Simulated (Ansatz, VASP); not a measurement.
## HfC in VASP and in Ansatz

```xyz
2
Lattice="0.0000 2.2775 2.2775 2.2775 0.0000 2.2775 2.2775 2.2775 0.0000" Properties=species:S:1:pos:R:3 pbc="T T T"
Hf    2.2775    2.2775    2.2775
C     0.0000    0.0000    0.0000
```

Change from the starting cell: volume scaled by 0.94.

Alike in both runs: task single point; functional rpbe exchange, lyp correlation; k mesh 8 × 8 × 8; occupations gaussian, width 0.025 eV; non-collinear spin, spin-orbit coupling.

|  | VASP | Ansatz |
| --- | --- | --- |
| version | VASP 6.6.1 | Ansatz 0.2.0 |
| potentials or method | VASP PAW PBE potentials, release 64 (Hf_pv, C), cutoff 600 eV | all-electron LAPW, relativistic spinors |

Ansatz gave:

| Property | Result |
| --- | --- |
| pressure (GPa) | 28.7 |

Task: Which values does VASP return?

Result: Pressure (GPa): 28.6.

VASP's potentials were made for PBE, not for rpbe exchange, lyp correlation. Both programs put the cell under a high pressure, so it lies far from rest at this level. Ansatz ran all-electron here, and VASP with PAW potentials.

Noted on Ansatz's run: the k mesh is thin for a metal, which can move the energy by tens of meV per atom.
